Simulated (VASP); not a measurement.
# Hf4Te (I4/mmm) in VASP: further runs

The runs below take Hf4Te through single point, relaxation of cell and atoms, with PBE.

All numbers are computed with VASP 6.6.1; they aren't measurements. Logs are shortened: lines on timing, memory, paths and dates and some standing lists are left out, and cuts for length are marked.

### Step 1. The cell of the first run

The structure is tetragonal, space group I4/mmm (No. 139). The conventional cell has a = 5.437 Å, b = 5.437 Å, c = 8.474 Å, α = 90.00°, β = 90.00°, γ = 90.00°. Within 3.6 Å of Hf (site symmetry 4mm) lie 1 Te at 2.74 Å and 5 Hf at 3.00 to 3.10 Å. Within 3.6 Å of Hf (site symmetry mmm) lie 2 Te at 2.72 Å and 4 Hf at 3.10 Å. Within 3.6 Å of Te (site symmetry 4/mmm) lie 6 Hf at 2.72 to 2.74 Å.

The cell was built from a structure type or drawn by symmetry, and may not be a known phase.

### Step 2. Single point, PBE

INCAR

```
SYSTEM = Hf4Te
PREC = Accurate
ENCUT = 520
EDIFF = 1E-7
ISMEAR = 0
SIGMA = 0.1
LREAL = .False.
LASPH = .True.
NELM = 80
ALGO = Fast
ISIF = 2
LWAVE = .False.
LCHARG = .True.
GGA = PE
LELF = .True.
LVHAR = .True.
NBANDS = 31
```

KPOINTS

```
Automatic mesh
0
Gamma
  6 6 6
  0 0 0
```

POSCAR

```
Hf4Te
1.0
   -2.7184029753      2.7184029753      4.2368431262
    2.7184029753     -2.7184029753      4.2368431262
    2.7184029753      2.7184029753     -4.2368431262
Hf Te
4 1
Direct
    0.3230361697      0.3230361697      0.0000000000
    0.6769638303      0.6769638303      0.0000000000
    0.5000000000      0.0000000000      0.5000000000
    0.0000000000      0.5000000000      0.5000000000
    0.0000000000      0.0000000000      0.0000000000
```

Potentials or basis: VASP PAW PBE potentials, release 64 (Hf_pv, Te).

Launch:

```bash
cat potpaw_PBE.64/Hf_pv/POTCAR potpaw_PBE.64/Te/POTCAR > POTCAR
mpirun -np 1 vasp_std > vasp.out
```

OUTCAR:

```text
SYSTEM = Hf4Te
   PREC = Accurate
   ENCUT = 520
   EDIFF = 1E-7
   ISMEAR = 0
   LREAL = .False.
   LASPH = .True.
   NELM = 80
   ISIF = 2
   GGA = PE

 ion  position               nearest neighbor table
   1  0.323  0.323  0.000-   5 2.74   2 3.00   4 3.10   3 3.10   3 3.10   4 3.10   4 3.86   3 3.86
                             4 3.86   3 3.86
   2  0.677  0.677  0.000-   5 2.74   1 3.00   4 3.10   3 3.10   3 3.10   4 3.10   3 3.86   4 3.86
                             3 3.86   4 3.86
   3  0.500  0.000  0.500-   5 2.72   5 2.72   2 3.10   2 3.10   1 3.10   1 3.10   4 3.84   4 3.84
                             4 3.84   4 3.84   2 3.86   2 3.86   1 3.86   1 3.86
   4  0.000  0.500  0.500-   5 2.72   5 2.72   2 3.10   2 3.10   1 3.10   1 3.10   3 3.84   3 3.84
                             3 3.84   3 3.84   1 3.86   2 3.86   1 3.86   2 3.86
   5  0.000  0.000  0.000-   3 2.72   4 2.72   4 2.72   3 2.72   1 2.74   2 2.74

  LATTYP: Found a body centered tetragonal cell.
 ALAT       =     5.4368059506
 C/A-ratio  =     1.5585780198

  Lattice vectors:

 A1 = (  -2.7184029753,   2.7184029753,   4.2368431262)
 A2 = (   2.7184029753,  -2.7184029753,   4.2368431262)
 A3 = (   2.7184029753,   2.7184029753,  -4.2368431262)

Analysis of symmetry for initial positions (statically):
=====================================================================
 Subroutine PRICEL returns:
 Original cell was already a primitive cell.

 Routine SETGRP: Setting up the symmetry group for a
 body centered tetragonal supercell.

 Subroutine GETGRP returns: Found 16 space group operations
 (whereof 16 operations were pure point group operations)
 out of a pool of 16 trial point group operations.

The static configuration has the point symmetry D_4h.

Analysis of symmetry for dynamics (positions and initial velocities):
=====================================================================
 Subroutine PRICEL returns:
 Original cell was already a primitive cell.

 Routine SETGRP: Setting up the symmetry group for a
 body centered tetragonal supercell.

 Subroutine GETGRP returns: Found 16 space group operations
 (whereof 16 operations were pure point group operations)
 out of a pool of 16 trial point group operations.

The dynamic configuration has the point symmetry D_4h.

 Subroutine INISYM returns: Found 16 space group operations
 (whereof 16 operations are pure point group operations),
 and found     1 'primitive' translations

----------------------------------------------------------------------------------------

                                     Primitive cell

  volume of cell :     125.2362

  direct lattice vectors                    reciprocal lattice vectors
    -2.718402975  2.718402975  4.236843126     0.000000000  0.183931523  0.118012394
     2.718402975 -2.718402975  4.236843126     0.183931523  0.000000000  0.118012394
     2.718402975  2.718402975 -4.236843126     0.183931523  0.183931523  0.000000000

  length of vectors
     5.721037419  5.721037419  5.721037419     0.218535421  0.218535421  0.260118455

  position of ions in fractional coordinates (direct lattice)
     0.323036170  0.323036170  0.000000000
     0.676963830  0.676963830  0.000000000
     0.500000000  0.000000000  0.500000000
     0.000000000  0.500000000  0.500000000
     0.000000000  0.000000000  0.000000000

  ion indices of the primitive-cell ions
   primitive index   ion index
                 1           1
                 2           2
                 3           3
                 4           4
                 5           5

----------------------------------------------------------------------------------------

 KPOINTS: Automatic mesh

Automatic generation of k-mesh.
 Grid dimensions read from file:
 generate k-points for:    6    6    6

 Generating k-lattice:

  Cartesian coordinates                     Fractional coordinates (reciprocal lattice)
     0.000000000  0.030655254  0.019668732     0.166666667  0.000000000  0.000000000
     0.030655254  0.000000000  0.019668732     0.000000000  0.166666667  0.000000000
     0.030655254  0.030655254  0.000000000     0.000000000  0.000000000  0.166666667

  Length of vectors
     0.036422570  0.036422570  0.043353076

  Shift w.r.t. Gamma in fractional coordinates (k-lattice)
     0.000000000  0.000000000  0.000000000

 Subroutine IBZKPT returns following result:
 ===========================================

 Found     30 irreducible k-points:

 Following reciprocal coordinates:
            Coordinates               Weight
  0.000000  0.000000  0.000000      1.000000
  0.166667  0.000000  0.000000      8.000000
  0.333333  0.000000 -0.000000      8.000000
  0.500000  0.000000 -0.000000      4.000000
  0.166667  0.166667 -0.000000      8.000000
  0.333333  0.166667 -0.000000     16.000000
[... 16 lines left out ...]
 -0.333333 -0.333333  0.166667      8.000000
 -0.166667 -0.333333  0.166667      8.000000
 [... further k-points ...]
   k-points           NKPTS =     30   k-points in BZ     NKDIM =     30   number of bands    NBANDS=     31
   number of dos      NEDOS =    301   number of ions     NIONS =      5
   total plane-waves  NPLWV = 110592
   dimension x,y,z NGX =    48 NGY =   48 NGZ =   48
   dimension x,y,z NGXF=    96 NGYF=   96 NGZF=   96
   ions per type =               4   1
   NGX,Y,Z   is equivalent  to a cutoff of  13.95, 13.95, 13.95 a.u.
   NGXF,Y,Z  is equivalent  to a cutoff of  27.90, 27.90, 27.90 a.u.
 SYSTEM =  Hf4Te
   PREC   = accura    normal or accurate (medium, high low for compatibility)
   ISTART =      0    job   : 0-new  1-cont  2-samecut
   ICHARG =      2    charge: 1-file 2-atom 10-const
   ISPIN  =      1    spin polarized calculation?
   LNONCOLLINEAR =      F non collinear calculations
   LSORBIT =      F    spin-orbit coupling
   LASPH  =      T    aspherical Exc in radial PAW
   ENCUT  =  520.0 eV  38.22 Ry    6.18 a.u.  10.64 10.64 10.64*2*pi/ulx,y,z
   NELM   =     80;   NELMIN=  2; NELMDL= -5     # of ELM steps
   EDIFF  = 0.1E-06   stopping-criterion for ELM
   LREAL  =      F    real-space projection
   EDIFFG = 0.1E-05   stopping-criterion for IOM
   NSW    =      0    number of steps for IOM
   IBRION =     -1    ionic relax: 0-MD 1-quasi-New 2-CG
   NFREE  =      0    steps in history (QN), initial steepest desc. (CG)
   ISIF   =      2    stress and relaxation
   ISYM   =      2    0-nonsym 1-usesym 2-fastsym
   POTIM  = 0.5000    time-step for ionic-motion
   TEBEG  =    0.0;   TEEND  =   0.0 temperature during run
   PSTRESS=    0.0 pullay stress
   NELECT =      46.0000    total number of electrons
   NUPDOWN=      -1.0000    fix difference up-down
   EMIN   =  10.00;   EMAX   =-10.00  energy-range for DOS
   EFERMI =   0.00;   METHOD = LEGACY
   ISMEAR =     0;   SIGMA  =   0.10  broadening in eV -4-tet -1-fermi 0-gaus
   EFERMI_NEDOS =   21; number of points for ismear=-14 and -15
   IALGO  =     68    algorithm
   IMIX   =      4    mixing-type and parameters
     AMIX     =   0.40;   BMIX     =  1.00
     AMIX_MAG =   1.60;   BMIX_MAG =  1.00
  volume/ion in A,a.u.               =      25.05       169.03
  Fermi-wavevector in a.u.,A,eV,Ry     =   1.172422  2.215557 18.702217  1.374574
  Thomas-Fermi vector in A             =   2.308851
   LORBIT       =      0    0 simple, 1 ext, 2 COOP (PROOUT), +10 PAW based schemes
   GGA     = PE    functional components
   LHFCALC =     F    Hartree Fock is set to
   AEXX    =    0.0000 exact exchange contribution
   IVDW    =     0    specifies the selected vdW correction
   LEPSILON=     F    determine dielectric tensor
   LRPA    =     F    only Hartree local field effects (RPA)
 non-spin polarized calculation
 RMM-DIIS sequential band-by-band and
 Gauss-broadening in eV      SIGMA  =   0.10
  energy-cutoff  :      520.00
  volume of cell :      125.24
 maximum number of plane-waves:      3399
 NGX is ok and might be reduce to    48
   NGX = 21   NGY = 21   NGZ = 21

 number of electron      46.0000000 magnetization

 Free energy of the ion-electron system (eV)
  ---------------------------------------------------
  ext. energy  EPLUGINS =         0.00000000
  ---------------------------------------------------
  free energy    TOTEN  =       -41.74649517 eV

  energy without entropy =      -41.73008506  energy(sigma->0) =      -41.73829011

 E-fermi :   5.2386     XC(G=0): -10.6501

 val. band max:        5.2193818944   @ k =   0.3333   0.3333  -0.0000
 cond. band min:       5.2781217703   @ k =   0.0000   0.0000   0.0000
 fundamental gap:      0.0587398759
 Fermi energy:         5.2385923104

 k-point     1 :       0.0000    0.0000    0.0000
  band No.  band energies     occupation
      1     -25.8879      2.00000
      2     -25.8879      2.00000
      3     -25.8158      2.00000
      4     -25.8158      2.00000
      5     -25.7842      2.00000
      6     -25.6711      2.00000
[... 23 lines left out ...]
     30       7.5216      0.00000
     31       8.3381      0.00000

 k-point     2 :       0.1667    0.0000    0.0000
  band No.  band energies     occupation
      1     -25.8969      2.00000
      2     -25.8850      2.00000
      3     -25.8235      2.00000
      4     -25.8216      2.00000
      5     -25.7484      2.00000
      6     -25.7073      2.00000
[... 23 lines left out ...]
     30       7.9009      0.00000
     31       8.0175      0.00000

 k-point     3 :       0.3333    0.0000   -0.0000
  band No.  band energies     occupation
      1     -25.8960      2.00000
      2     -25.8764      2.00000
      3     -25.8407      2.00000
      4     -25.8362      2.00000
      5     -25.7558      2.00000
      6     -25.6815      2.00000
[... 703 lines left out ...]
     30       7.5307      0.00000
     31       8.0376      0.00000

 k-point    24 :      -0.1667   -0.3333    0.1667
  band No.  band energies     occupation
      1     -25.9012      2.00000
      2     -25.9010      2.00000
      3     -25.8328      2.00000
      4     -25.8145      2.00000
      5     -25.7508      2.00000
      6     -25.6961      2.00000
[... 23 lines left out ...]
     30       7.4113      0.00000
     31       8.1175      0.00000

 [... further k-points ...]

------------------------ aborting loop because EDIFF is reached ----------------------------------------

  FORCE on cell =-STRESS in cart. coord.  units (eV):
  Direction    XX          YY          ZZ          XY          YZ          ZX
  --------------------------------------------------------------------------------------
  -------------------------------------------------------------------------------------
  Total        0.0132796      0.0132796     -0.2761768      0.0000000      0.0000000      0.0000000
  in kB        0.1698894      0.1698894     -3.5331954      0.0000000      0.0000000      0.0000000
  external PRESSURE =      -1.0644722 kB  Pullay stress =       0.0000000 kB

 VOLUME and BASIS-vectors are now :
 -----------------------------------------------------------------------------
  energy-cutoff  :      520.00
  volume of cell :      125.24
      direct lattice vectors                 reciprocal lattice vectors
    -2.718402975  2.718402975  4.236843126     0.000000000  0.183931523  0.118012394
     2.718402975 -2.718402975  4.236843126     0.183931523  0.000000000  0.118012394
     2.718402975  2.718402975 -4.236843126     0.183931523  0.183931523  0.000000000

 POSITION                                       TOTAL-FORCE (eV/Angst)
 -----------------------------------------------------------------------------------
      0.00000      0.00000      2.73731         0.000000      0.000000      0.032923
      0.00000      0.00000      5.73638        -0.000000     -0.000000     -0.032923
      0.00000      2.71840      0.00000         0.000000      0.000000      0.000000
      2.71840      0.00000      0.00000         0.000000      0.000000      0.000000
      0.00000      0.00000      0.00000         0.000000      0.000000      0.000000
 -----------------------------------------------------------------------------------
    total drift:                               -0.000000     -0.000000      0.000000

  FREE ENERGIE OF THE ION-ELECTRON SYSTEM (eV)
  ---------------------------------------------------
  free  energy   TOTEN  =       -41.7464951675 eV

  energy  without entropy=      -41.7300850559  energy(sigma->0) =      -41.73829011
```

Run time: 1.8 min. Hardware: 1 thread of Intel Xeon 6975P-C (Granite Rapids), shared host; peak memory 0.37 GiB.

What came out:

```yaml
Free_energy: -41.7465 eV
Pressure: -0.1 GPa
Largest_force: 0.033 eV/Å
Band_gap_on_the_k_mesh: zero (bands 23 and 24 overlap by 0.83 eV)
```

Forces in eV/Å, atoms in the order of the input:
```
Hf   0.000  0.000  0.033
Hf   0.000  0.000 -0.033
Hf   0.000  0.000  0.000
Hf   0.000  0.000  0.000
Te   0.000  0.000  0.000
```

Levels at points of the mesh, in eV from the Fermi level:
| k point | band 21 | band 22 | band 23 | band 24 | band 25 | band 26 |
| --- | --- | --- | --- | --- | --- | --- |
| (0.00, 0.00, 0.00) | -1.17 | -0.35 | 0.04 | 1.02 | 1.10 | 1.10 |
| (0.50, 0.00, 0.00) | -1.03 | -0.94 | -0.42 | 0.38 | 0.52 | 1.39 |
| (0.50, 0.50, 0.00) | -1.15 | -0.74 | -0.28 | -0.08 | 1.29 | 1.38 |
| (0.50, 0.50, 0.50) | -0.51 | -0.51 | 0.23 | 0.23 | 0.53 | 0.57 |

Caveat: spin-orbit coupling is left out, which moves the levels of the heavy elements.

### Step 3. Single point, PBE

This run uses another cell than the first one, of 21.19 Å³/atom.

INCAR

```
PREC = Accurate
ENCUT = 520
EDIFF = 1E-6
ISMEAR = 0
SIGMA = 0.1
LREAL = False
LASPH = True
NELM = 80
ALGO = Normal
ISIF = 2
LWAVE = False
LCHARG = False
GGA = PE
NBANDS = 31
```

KPOINTS

```
Automatic mesh
0
Gamma
  6 6 6
```

POSCAR

```
Hf4Te
1.0
   -2.4106620700      2.4106620700      4.5579502700
    2.4106620700     -2.4106620700      4.5579502700
    2.4106620700      2.4106620700     -4.5579502700
Hf Te
4 1
Direct
    0.2450000000      0.2450000000      0.0000000000
    0.7550000000      0.7550000000      0.0000000000
    0.5000000000      0.0000000000      0.5000000000
    0.0000000000      0.5000000000      0.5000000000
    0.0000000000      0.0000000000      0.0000000000
```

Potentials or basis: VASP PAW PBE potentials, release 64 (Hf_pv, Te).

Launch:

```bash
cat potpaw_PBE.64/Hf_pv/POTCAR potpaw_PBE.64/Te/POTCAR > POTCAR
mpirun -np 1 vasp_std > vasp.out
```

It took 58 s on 1 thread of Intel Xeon 6975P-C (Granite Rapids), shared host; peak memory 0.3 GiB.

Results (log left out):

* Free energy: -34.1183 eV
* Pressure: 47.6 GPa
* Largest force: 12.601 eV/Å
* Band gap on the k mesh: zero (bands 23 and 24 overlap by 1.01 eV)

Forces on the atoms (eV/Å):
```
Hf    0.000   0.000  12.601
Hf    0.000   0.000 -12.601
Hf    0.000   0.000   0.000
Hf    0.000   0.000   0.000
Te    0.000   0.000   0.000
```

Stress tensor (GPa, compression positive):
```
33.95  0.00  0.00
 0.00 33.95  0.00
 0.00  0.00 74.89
```

Levels at points of the mesh, in eV from the Fermi level:
```tsv
k point	band 20	band 21	band 22	band 23	band 24	band 25	band 26	band 27
(0.00, 0.00, 0.00)	-1.47	-1.47	-1.26	0.66	0.66	1.17	1.21	1.69
(0.50, 0.00, 0.00)	-1.48	-1.36	-1.30	-0.63	0.44	0.50	1.32	2.04
(0.50, 0.50, 0.00)	-0.98	-0.92	-0.16	-0.04	0.00	0.03	0.34	0.90
(0.50, 0.50, 0.50)	-2.57	-2.56	-2.00	-0.43	1.34	1.64	1.86	1.86
```

Caveat: the cell stands under pressure; spin-orbit coupling is left out, which moves the levels of the heavy elements; forces of over 1 eV/Å act on the atoms, so gaps and moduli don't describe the material at rest.

(Part 1 of 2 ends here.)
